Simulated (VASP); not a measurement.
# KTaO3 (m) (Pm-3m) in VASP: a series of runs

KTaO3 (m) is run at these levels: PBE; tasks: single point.

Everything below comes from runs of VASP 6.6.1. Logs are shortened: lines on timing, memory, paths and dates and some standing lists are left out, and cuts for length are marked.

## (1) The cell of the first run

Symmetry: Pm-3m, No. 221, cubic system. The conventional cell has a = 3.995 Å, b = 3.995 Å, c = 3.995 Å, α = 90.00°, β = 90.00°, γ = 90.00°. K (site symmetry m-3m) has 12 O at 2.82 Å and 8 Ta at 3.46 Å within 3.7 Å. Within 2.6 Å of Ta (site symmetry m-3m) lie 6 O at 2.00 Å. Within 2.6 Å of O (site symmetry 4/mmm) lie 2 Ta at 2.00 Å.

## (2) Single point, PBE

Input file INCAR:

```
  PREC = Accurate
  ENCUT = 600
  EDIFF = 1E-6
  ISMEAR = 0
  SIGMA = 0.1
  LREAL = F
  LASPH = T
  NELM = 120
  ALGO = Normal
  ISIF = 2
  LWAVE = F
  LCHARG = F
  GGA = PE
  NBANDS = 27
  GGA_COMPAT = F
```

Input file KPOINTS:

```
regular mesh
0
Gamma
  4 4 4
```

Input file POSCAR:

```
KTaO3
1.0
    3.9948813700      0.0000000000      0.0000000000
    0.0000000000      3.9948813700      0.0000000000
    0.0000000000      0.0000000000      3.9948813700
K Ta O
1 1 3
Direct
    0.0000000000      0.0000000000      0.0000000000
    0.5000000000      0.5000000000      0.5000000000
    0.5000000000      0.5000000000      0.0000000000
    0.5000000000      0.0000000000      0.5000000000
    0.0000000000      0.5000000000      0.5000000000
```

Potentials or basis: VASP PAW PBE potentials, release 64 (K_sv, Ta_pv, O).

On the command line:

```sh
$ cat potpaw_PBE.64/K_sv/POTCAR potpaw_PBE.64/Ta_pv/POTCAR potpaw_PBE.64/O/POTCAR > POTCAR
$ mpirun -np 1 vasp_std > vasp.out
```

OUTCAR:

```text
PREC = Accurate
   ENCUT = 600
   EDIFF = 1E-6
   ISMEAR = 0
   LREAL = F
   LASPH = T
   NELM = 120
   ISIF = 2
   GGA = PE

 ion  position               nearest neighbor table
   1  0.000  0.000  0.000-   3 2.82   4 2.82   5 2.82   4 2.82   5 2.82   3 2.82   5 2.82   5 2.82
                             3 2.82   4 2.82   4 2.82   3 2.82   2 3.46   2 3.46   2 3.46   2 3.46
   2  0.500  0.500  0.500-   3 2.00   4 2.00   5 2.00   3 2.00   4 2.00   5 2.00   1 3.46   1 3.46
                             1 3.46   1 3.46   1 3.46   1 3.46   1 3.46   1 3.46
   3  0.500  0.500  0.000-   2 2.00   2 2.00   1 2.82   1 2.82   1 2.82   1 2.82
   4  0.500  0.000  0.500-   2 2.00   2 2.00   1 2.82   1 2.82   1 2.82   1 2.82
   5  0.000  0.500  0.500-   2 2.00   2 2.00   1 2.82   1 2.82   1 2.82   1 2.82

  LATTYP: Found a simple cubic cell.
 ALAT       =     3.9948813700

  Lattice vectors:

 A1 = (   3.9948813700,   0.0000000000,   0.0000000000)
 A2 = (   0.0000000000,   3.9948813700,   0.0000000000)
 A3 = (   0.0000000000,   0.0000000000,   3.9948813700)

Analysis of symmetry for initial positions (statically):
=====================================================================
 Subroutine PRICEL returns:
 Original cell was already a primitive cell.

 Routine SETGRP: Setting up the symmetry group for a
 simple cubic supercell.

 Subroutine GETGRP returns: Found 48 space group operations
 (whereof 48 operations were pure point group operations)
 out of a pool of 48 trial point group operations.

The static configuration has the point symmetry O_h .

Analysis of symmetry for dynamics (positions and initial velocities):
=====================================================================
 Subroutine PRICEL returns:
 Original cell was already a primitive cell.

 Routine SETGRP: Setting up the symmetry group for a
 simple cubic supercell.

 Subroutine GETGRP returns: Found 48 space group operations
 (whereof 48 operations were pure point group operations)
 out of a pool of 48 trial point group operations.

The dynamic configuration has the point symmetry O_h .

 Subroutine INISYM returns: Found 48 space group operations
 (whereof 48 operations are pure point group operations),
 and found     1 'primitive' translations

----------------------------------------------------------------------------------------

                                     Primitive cell
[... 82 lines left out ...]
   EDIFF  = 0.1E-05   stopping-criterion for ELM
   LREAL  =      F    real-space projection
   EDIFFG = 0.1E-04   stopping-criterion for IOM
   NSW    =      0    number of steps for IOM
   IBRION =     -1    ionic relax: 0-MD 1-quasi-New 2-CG
   NFREE  =      0    steps in history (QN), initial steepest desc. (CG)
   ISIF   =      2    stress and relaxation
   ISYM   =      2    0-nonsym 1-usesym 2-fastsym
   POTIM  = 0.5000    time-step for ionic-motion
   TEBEG  =    0.0;   TEEND  =   0.0 temperature during run
   PSTRESS=    0.0 pullay stress
   NELECT =      38.0000    total number of electrons
   NUPDOWN=      -1.0000    fix difference up-down
   EMIN   =  10.00;   EMAX   =-10.00  energy-range for DOS
   EFERMI =   0.00;   METHOD = LEGACY
   ISMEAR =     0;   SIGMA  =   0.10  broadening in eV -4-tet -1-fermi 0-gaus
   EFERMI_NEDOS =   21; number of points for ismear=-14 and -15
   IALGO  =     38    algorithm
   IMIX   =      4    mixing-type and parameters
     AMIX     =   0.40;   BMIX     =  1.00
     AMIX_MAG =   1.60;   BMIX_MAG =  1.00
  volume/ion in A,a.u.               =      12.75        86.05
  Fermi-wavevector in a.u.,A,eV,Ry     =   1.377734  2.603540 25.825924  1.898152
  Thomas-Fermi vector in A             =   2.502860
   LORBIT       =      0    0 simple, 1 ext, 2 COOP (PROOUT), +10 PAW based schemes
   GGA     = PE    functional components
   LHFCALC =     F    Hartree Fock is set to
   AEXX    =    0.0000 exact exchange contribution
   IVDW    =     0    specifies the selected vdW correction
   LEPSILON=     F    determine dielectric tensor
   LRPA    =     F    only Hartree local field effects (RPA)
 non-spin polarized calculation
 Gauss-broadening in eV      SIGMA  =   0.10
  energy-cutoff  :      600.00
  volume of cell :       63.75
 maximum number of plane-waves:      2176
 NGX is ok and might be reduce to    32
   NGX = 15   NGY = 15   NGZ = 15

 number of electron      37.9999993 magnetization

 Free energy of the ion-electron system (eV)
  ---------------------------------------------------
  ext. energy  EPLUGINS =         0.00000000
  ---------------------------------------------------
  free energy    TOTEN  =       -41.02396970 eV

  energy without entropy =      -41.02396970  energy(sigma->0) =      -41.02396970

 E-fermi :   2.3154     XC(G=0): -10.8480

 val. band max:        1.7731289184   @ k =   0.5000   0.5000   0.5000
 cond. band min:       3.9214232148   @ k =   0.0000   0.0000   0.0000
 fundamental gap:      2.1482942963
 Fermi energy:         2.3153609573

 k-point     1 :       0.0000    0.0000    0.0000
  band No.  band energies     occupation
      1     -32.3987      2.00000
      2     -32.3987      2.00000
      3     -32.3987      2.00000
      4     -25.5560      2.00000
      5     -15.7621      2.00000
      6     -15.0566      2.00000
[... 289 lines left out ...]
     26      12.6014      0.00000
     27      13.9431      0.00000

------------------------ aborting loop because EDIFF is reached ----------------------------------------

  FORCE on cell =-STRESS in cart. coord.  units (eV):
  Direction    XX          YY          ZZ          XY          YZ          ZX
  --------------------------------------------------------------------------------------
  -------------------------------------------------------------------------------------
  Total        1.9454688      1.9454688      1.9454688     -0.0000000     -0.0000000      0.0000000
  in kB       48.8903540     48.8903540     48.8903540     -0.0000000     -0.0000000      0.0000000
  external PRESSURE =      48.8903540 kB  Pullay stress =       0.0000000 kB

 VOLUME and BASIS-vectors are now :
 -----------------------------------------------------------------------------
  energy-cutoff  :      600.00
  volume of cell :       63.75
      direct lattice vectors                 reciprocal lattice vectors
     3.994881370  0.000000000  0.000000000     0.250320324  0.000000000  0.000000000
     0.000000000  3.994881370  0.000000000     0.000000000  0.250320324  0.000000000
     0.000000000  0.000000000  3.994881370     0.000000000  0.000000000  0.250320324

 POSITION                                       TOTAL-FORCE (eV/Angst)
 -----------------------------------------------------------------------------------
      0.00000      0.00000      0.00000         0.000000      0.000000      0.000000
      1.99744      1.99744      1.99744         0.000000      0.000000      0.000000
      1.99744      1.99744      0.00000         0.000000      0.000000      0.000000
      1.99744      0.00000      1.99744         0.000000      0.000000      0.000000
      0.00000      1.99744      1.99744         0.000000      0.000000      0.000000
 -----------------------------------------------------------------------------------
    total drift:                                0.000000     -0.000000     -0.000000

  FREE ENERGIE OF THE ION-ELECTRON SYSTEM (eV)
  ---------------------------------------------------
  free  energy   TOTEN  =       -41.0239696965 eV

  energy  without entropy=      -41.0239696965  energy(sigma->0) =      -41.02396970
```

stdout:

```text
POSCAR found type information on POSCAR K TaO
 POSCAR found :  3 types and       5 ions
 scaLAPACK will be used
 LDA part: xc-table for (Slater+PW92), standard interpolation
 POSCAR, INCAR and KPOINTS ok, starting setup
 FFT: planning ... GRIDC
 FFT: planning ... GRID_SOFT
 FFT: planning ... GRID
 WAVECAR not read
 entering main loop
```

Wall time 7.9 s (1 thread of Intel Xeon 6975P-C (Granite Rapids), shared host); peak memory 0.18 GiB.

What came out:

- Free energy: -41.0240 eV
- Pressure: 4.9 GPa
- Band gap on the k mesh: 2.15 eV, indirect (least direct gap 2.77 eV)

Levels at points of the mesh, in eV from the valence-band top:
```
           k point  band 15  band 16  band 17  band 18  band 19  band 20  band 21  band 22  band 23  band 24
(0.00, 0.00, 0.00)    -1.05    -1.05    -0.62    -0.62    -0.62     2.15     2.15     2.15     6.58     6.69
(0.50, 0.00, 0.00)    -2.32    -2.13    -1.50    -0.85    -0.85     2.30     4.97     4.97     6.72     8.40
(0.50, 0.50, 0.00)    -2.81    -1.66    -1.43    -1.43    -0.04     5.01     5.01     6.28     7.59    10.07
(0.50, 0.50, 0.50)    -3.89    -3.89     0.00     0.00     0.00     6.42     6.42     6.42     8.90     8.90
```

Caveat: spin-orbit coupling is left out, which moves the levels of the heavy elements.

(Continued in part 2 of 2.)
